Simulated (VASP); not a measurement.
Input of a VASP 6.6.1 run:

The input INCAR:

```
SYSTEM = Ge
PREC = Accurate
ENCUT = 520
EDIFF = 1E-6
ISMEAR = -1
SIGMA = 0.1
LREAL = .False.
LASPH = .True.
NELM = 100
ALGO = Normal
ISIF = 2
LWAVE = .False.
LCHARG = .True.
GGA = B5
ALDAX = 1.0
AGGAX = 1.0
AGGAC = 1.0
ALDAC = 0.0
LELF = .True.
LVHAR = .True.
NBANDS = 13
```

File KPOINTS:

```
Automatic mesh
0
Gamma
  14 14 14
  0 0 0
```

POSCAR

```
Ge
1.0
   -1.6798078389      1.6798078389      1.6798078389
    1.6798078389     -1.6798078389      1.6798078389
    1.6798078389      1.6798078389     -1.6798078389
Ge
1
Direct
    0.0000000000      0.0000000000      0.0000000000
```

Potentials or basis: VASP PAW PBE potentials, release 64 (Ge_d).

Launch:

```console
$ cat potpaw_PBE.64/Ge_d/POTCAR > POTCAR
$ mpirun -np 1 vasp_std > vasp.out
```

Question: Estimate the pressure.

Answer: 7.6 GPa.

Question: Predict the band gap on the k mesh.

Answer: Zero (band 7 reaches 16.00 eV, above the bottom of band 8 at 4.35 eV).

Caveat: the PAW data sets were made with another functional, which shifts forces and pressure a little.
